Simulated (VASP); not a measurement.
# Na4AgS3 in VASP: notebook, part 2 of 3

VASP 6.6.1. Earlier steps stand in the parts before.

**3. Single point, PBE**

This run uses another cell than the first one, of 31.07 Å³/atom.

INCAR

```
PREC = Accurate
ENCUT = 520
EDIFF = 1E-6
ISMEAR = 0
SIGMA = 0.2
LREAL = F
LASPH = T
NELM = 100
ALGO = Normal
ISIF = 2
LWAVE = F
LCHARG = T
GGA = PE
LELF = T
LVHAR = T
NBANDS = 38
```

KPOINTS

```
regular mesh
0
Gamma
  4 4 2
```

POSCAR

```
Na4AgS3
1.0
    0.0000000000      3.5300972183      3.5302132289
    0.0000000000      3.5300972183     -3.5302132289
   -9.9714782486      0.0000000000      0.0000000000
Na Ag S
4 1 3
Direct
    0.8653815408      0.6345299309      0.8378825927
    0.3654700691      0.1346184592      0.1621174073
    0.3654700691      0.1346184592      0.8378825927
    0.8653815408      0.6345299309      0.1621174073
    0.8655340211      0.1344659789      0.5000000000
    0.8654821652      0.1345178348      0.2691591961
    0.8654821652      0.1345178348      0.7308408039
    0.3653992787      0.6346007213      0.0000000000
```

Potentials or basis: VASP PAW PBE potentials, release 64 (Na_pv, Ag, S).

Run with:

```bash
$ cat potpaw_PBE.64/Na_pv/POTCAR potpaw_PBE.64/Ag/POTCAR potpaw_PBE.64/S/POTCAR > POTCAR
$ mpirun -np 1 vasp_std > vasp.out
```

OUTCAR:

```text
PREC = Accurate
   ENCUT = 520
   EDIFF = 1E-6
   ISMEAR = 0
   LREAL = F
   LASPH = T
   NELM = 100
   ISIF = 2
   GGA = PE

 ion  position               nearest neighbor table
   1  0.865  0.635  0.838-   7 2.71   7 2.71
   2  0.365  0.135  0.162-   6 2.71   6 2.71
   3  0.365  0.135  0.838-   7 2.71   7 2.71
   4  0.865  0.635  0.162-   6 2.71   6 2.71
   5  0.866  0.134  0.500-   6 2.30   7 2.30
   6  0.865  0.135  0.269-   5 2.30   4 2.71   2 2.71   4 2.71   2 2.71
   7  0.865  0.135  0.731-   5 2.30   3 2.71   1 2.71   1 2.71   3 2.71
   8  0.365  0.635  0.000-

  LATTYP: Found a base centered orthorhombic cell.
 ALAT       =     7.0601944366
 B/A-ratio  =     1.0000328633
 C/A-ratio  =     1.4123517898

  Lattice vectors:

 A1 = (   0.0000000000,   3.5300972183,   3.5302132289)
 A2 = (   0.0000000000,   3.5300972183,  -3.5302132289)
 A3 = (  -9.9714782486,   0.0000000000,   0.0000000000)

Analysis of symmetry for initial positions (statically):
=====================================================================
 Subroutine PRICEL returns:
 Original cell was already a primitive cell.

 Routine SETGRP: Setting up the symmetry group for a
 base centered orthorhombic supercell.

 Subroutine GETGRP returns: Found  4 space group operations
 (whereof  4 operations were pure point group operations)
 out of a pool of  8 trial point group operations.

The static configuration has the point symmetry C_2v.

Analysis of symmetry for dynamics (positions and initial velocities):
=====================================================================
 Subroutine PRICEL returns:
 Original cell was already a primitive cell.

 Routine SETGRP: Setting up the symmetry group for a
 base centered orthorhombic supercell.

 Subroutine GETGRP returns: Found  4 space group operations
 (whereof  4 operations were pure point group operations)
 out of a pool of  8 trial point group operations.

The dynamic configuration has the point symmetry C_2v.

 Subroutine INISYM returns: Found  4 space group operations
 (whereof  4 operations are pure point group operations),
 and found     1 'primitive' translations

----------------------------------------------------------------------------------------

                                     Primitive cell

  volume of cell :     248.5290

  direct lattice vectors                    reciprocal lattice vectors
     0.000000000  3.530097218  3.530213229     0.000000000  0.141639159  0.141634504
     0.000000000  3.530097218 -3.530213229     0.000000000  0.141639159 -0.141634504
    -9.971478249  0.000000000  0.000000000    -0.100286033  0.000000000  0.000000000

  length of vectors
     4.992393395  4.992393395  9.971478249     0.200304728  0.200304728  0.100286033

  position of ions in fractional coordinates (direct lattice)
     0.865381541  0.634529931  0.837882593
     0.365470069  0.134618459  0.162117407
     0.365470069  0.134618459  0.837882593
     0.865381541  0.634529931  0.162117407
     0.865534021  0.134465979  0.500000000
     0.865482165  0.134517835  0.269159196
     0.865482165  0.134517835  0.730840804
     0.365399279  0.634600721  0.000000000

  ion indices of the primitive-cell ions
[... 40 lines left out ...]
  0.500000  0.000000  0.000000      2.000000
  0.250000  0.250000  0.000000      2.000000
  0.500000  0.250000  0.000000      4.000000
 -0.250000  0.250000  0.000000      2.000000
  0.500000  0.500000  0.000000      1.000000
  0.000000  0.000000  0.500000      1.000000
  0.250000  0.000000  0.500000      4.000000
  0.500000  0.000000  0.500000      2.000000
  0.250000  0.250000  0.500000      2.000000
  0.500000  0.250000  0.500000      4.000000
 -0.250000  0.250000  0.500000      2.000000
  0.500000  0.500000  0.500000      1.000000
   k-points           NKPTS =     14   k-points in BZ     NKDIM =     14   number of bands    NBANDS=     38
   number of dos      NEDOS =    301   number of ions     NIONS =      8
   total plane-waves  NPLWV = 128000
   dimension x,y,z NGX =    40 NGY =   40 NGZ =   80
   dimension x,y,z NGXF=    80 NGYF=   80 NGZF=  160
   ions per type =               4   1   3
   NGX,Y,Z   is equivalent  to a cutoff of  13.32, 13.32, 13.34 a.u.
   NGXF,Y,Z  is equivalent  to a cutoff of  26.64, 26.64, 26.68 a.u.
 SYSTEM =  unknown system
   PREC   = accura    normal or accurate (medium, high low for compatibility)
   ISTART =      0    job   : 0-new  1-cont  2-samecut
   ICHARG =      2    charge: 1-file 2-atom 10-const
   ISPIN  =      1    spin polarized calculation?
   LNONCOLLINEAR =      F non collinear calculations
   LSORBIT =      F    spin-orbit coupling
   LASPH  =      T    aspherical Exc in radial PAW
   ENCUT  =  520.0 eV  38.22 Ry    6.18 a.u.   9.28  9.28 18.54*2*pi/ulx,y,z
   NELM   =    100;   NELMIN=  2; NELMDL= -5     # of ELM steps
   EDIFF  = 0.1E-05   stopping-criterion for ELM
   LREAL  =      F    real-space projection
   EDIFFG = 0.1E-04   stopping-criterion for IOM
   NSW    =      0    number of steps for IOM
[... 5 lines left out ...]
   TEBEG  =    0.0;   TEEND  =   0.0 temperature during run
   PSTRESS=    0.0 pullay stress
   NELECT =      57.0000    total number of electrons
   NUPDOWN=      -1.0000    fix difference up-down
   EMIN   =  10.00;   EMAX   =-10.00  energy-range for DOS
   EFERMI =   0.00;   METHOD = LEGACY
   ISMEAR =     0;   SIGMA  =   0.20  broadening in eV -4-tet -1-fermi 0-gaus
   EFERMI_NEDOS =   21; number of points for ismear=-14 and -15
   IALGO  =     38    algorithm
   IMIX   =      4    mixing-type and parameters
     AMIX     =   0.40;   BMIX     =  1.00
     AMIX_MAG =   1.60;   BMIX_MAG =  1.00
  volume/ion in A,a.u.               =      31.07       209.64
  Fermi-wavevector in a.u.,A,eV,Ry     =   1.002092  1.893678 13.662800  1.004187
  Thomas-Fermi vector in A             =   2.134556
   LORBIT       =      0    0 simple, 1 ext, 2 COOP (PROOUT), +10 PAW based schemes
   GGA     = PE    functional components
   LHFCALC =     F    Hartree Fock is set to
   AEXX    =    0.0000 exact exchange contribution
   IVDW    =     0    specifies the selected vdW correction
   LEPSILON=     F    determine dielectric tensor
   LRPA    =     F    only Hartree local field effects (RPA)
 non-spin polarized calculation
 Gauss-broadening in eV      SIGMA  =   0.20
  energy-cutoff  :      520.00
  volume of cell :      248.53
 maximum number of plane-waves:      6753
 NGX is ok and might be reduce to    40
   NGX = 19   NGY = 19   NGZ = 37

 number of electron      56.9999983 magnetization

 Free energy of the ion-electron system (eV)
  ---------------------------------------------------
  ext. energy  EPLUGINS =         0.00000000
  ---------------------------------------------------
  free energy    TOTEN  =       -25.91177640 eV

  energy without entropy =      -25.76919299  energy(sigma->0) =      -25.84048469

 E-fermi :  -0.6560     XC(G=0):  -6.8664

 val. band max:       -0.6588163951   @ k =   0.2500   0.2500   0.0000
 cond. band min:      -0.6461384242   @ k =   0.2500   0.0000   0.5000
 fundamental gap:      0.0126779709
 Fermi energy:        -0.6560461551

 k-point     1 :       0.0000    0.0000    0.0000
  band No.  band energies     occupation
      1     -23.0794      2.00000
      2     -23.0686      2.00000
      3     -23.0422      2.00000
      4     -23.0422      2.00000
      5     -23.0392      2.00000
      6     -23.0368      2.00000
[... 563 lines left out ...]
     37       6.4020      0.00000
     38       6.7630      0.00000

------------------------ aborting loop because EDIFF is reached ----------------------------------------

  FORCE on cell =-STRESS in cart. coord.  units (eV):
  Direction    XX          YY          ZZ          XY          YZ          ZX
  --------------------------------------------------------------------------------------
  -------------------------------------------------------------------------------------
  Total       -0.1474261      0.0248334      0.0244630      0.0000000      0.0000000      0.0000000
  in kB       -0.9504027      0.1600917      0.1577041      0.0000000      0.0000000      0.0000000
  external PRESSURE =      -0.2108690 kB  Pullay stress =       0.0000000 kB

 VOLUME and BASIS-vectors are now :
 -----------------------------------------------------------------------------
  energy-cutoff  :      520.00
  volume of cell :      248.53
      direct lattice vectors                 reciprocal lattice vectors
     0.000000000  3.530097218  3.530213229     0.000000000  0.141639159  0.141634504
     0.000000000  3.530097218 -3.530213229     0.000000000  0.141639159 -0.141634504
    -9.971478249  0.000000000  0.000000000    -0.100286033  0.000000000  0.000000000

 POSITION                                       TOTAL-FORCE (eV/Angst)
 -----------------------------------------------------------------------------------
     -8.35493      5.29483      0.81496         0.000325      0.000360      0.000610
     -1.61655      1.76536      0.81496        -0.000325     -0.000360      0.000610
     -8.35493      1.76536      0.81496         0.000325     -0.000360      0.000610
     -1.61655      5.29483      0.81496        -0.000325      0.000360      0.000610
     -4.98574      3.53010      2.58083         0.000000      0.000000     -0.000785
     -2.68392      3.53010      2.58046        -0.020427      0.000000     -0.000800
     -7.28756      3.53010      2.58046         0.020427      0.000000     -0.000800
      0.00000      3.53010     -0.95034         0.000000      0.000000     -0.000058
 -----------------------------------------------------------------------------------
    total drift:                                0.000000      0.000000      0.003737

  FREE ENERGIE OF THE ION-ELECTRON SYSTEM (eV)
  ---------------------------------------------------
  free  energy   TOTEN  =       -25.9117763967 eV

  energy  without entropy=      -25.7691929905  energy(sigma->0) =      -25.84048469
```

Wall time 3.3 min (1 thread of Intel Xeon Platinum 8259CL at 2.50GHz (Skylake/Cascade Lake), shared host); peak memory 0.41 GiB.

Results:

* Free energy: -25.9118 eV
* Pressure: 0.0 GPa
* Largest force: 0.020 eV/Å
* Band gap on the k mesh: zero (an odd number of electrons rules out a gap without spin polarisation)

Forces in eV/Å, atoms in the order of the input:
```
Na   0.000  0.000  0.001
Na   0.000  0.000  0.001
Na   0.000  0.000  0.001
Na   0.000  0.000  0.001
Ag   0.000  0.000 -0.001
S   -0.020  0.000 -0.001
S    0.020  0.000 -0.001
S    0.000  0.000  0.000
```

Stress tensor (GPa, compression positive):
```
-0.10  0.00  0.00
 0.00  0.02  0.00
 0.00  0.00  0.02
```

Levels at points of the mesh, in eV from the Fermi level:
```tsv
k point	band 27	band 28	band 29	band 30	band 31	band 32
(0.00, 0.00, 0.00)	-0.29	-0.11	-0.11	2.69	4.83	4.91
(0.50, 0.00, 0.00)	-0.41	-0.07	0.03	4.21	4.45	5.01
(0.50, 0.50, 0.00)	-0.57	-0.48	-0.48	4.21	4.71	5.07
(0.00, 0.00, 0.50)	-0.63	0.07	0.07	3.42	4.01	4.83
(0.50, 0.00, 0.50)	-0.41	-0.31	-0.09	4.40	4.63	4.97
(0.50, 0.50, 0.50)	-0.51	-0.10	-0.10	5.01	5.04	5.04
```

(Part 2 of 3 ends here.)
